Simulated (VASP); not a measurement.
Write the native input for VASP 6.6.1 that does the following.

| Item | Value |
| --- | --- |
| Task | single point |
| Functional | PBE |
| Potentials or basis | VASP PAW PBE potentials, release 64 (Si) |
| Cutoff | 520 eV |
| k mesh | 8 × 8 × 6 |
| Occupations | gaussian, width 0.1 eV |
| Spin | no spin polarisation |
| Dipole correction | no |
| Further INCAR settings | ALGO = Normal; EDIFF = 1e-06; NBANDS = 26 |

The structure of Si lies in POSCAR:

```
Si
1.0
    3.0532925314     -3.9984688581      0.0000000000
    3.0532925314      3.9984688581      0.0000000000
    0.0000000000      0.0000000000      6.8625188279
Si
8
Direct
    0.7500000000      0.7500000000      0.8316625665
    0.7500000000      0.7500000000      0.1683374335
    0.2500000000      0.2500000000      0.8316625665
    0.2500000000      0.2500000000      0.1683374335
    0.9416627265      0.4416627265      0.3375055696
    0.0583372735      0.5583372735      0.6624944304
    0.5583372735      0.0583372735      0.3375055696
    0.4416627265      0.9416627265      0.6624944304
```

One way to write it, as run:

INCAR

```
PREC = Accurate
ENCUT = 520
EDIFF = 1E-6
ISMEAR = 0
SIGMA = 0.1
LREAL = F
LASPH = T
NELM = 100
ALGO = Normal
ISIF = 2
LWAVE = F
LCHARG = F
GGA = PE
NBANDS = 26
```

KPOINTS

```
Automatic mesh
0
Gamma
  8 8 6
```

Potentials or basis: VASP PAW PBE potentials, release 64 (Si).

Command:

```sh
$ cat potpaw_PBE.64/Si/POTCAR > POTCAR
$ mpirun -np 1 vasp_std > vasp.out
```

Results of the run:

- Pressure: -0.1 GPa
- Band gap on the k mesh: zero (band 16 reaches 7.06 eV, above the bottom of band 17 at 5.16 eV)

Run time: 3.1 min on 1 thread of Intel(R) Xeon(R) 6975P-C (Granite Rapids), with other jobs on the host, peak memory 0.42 GiB.
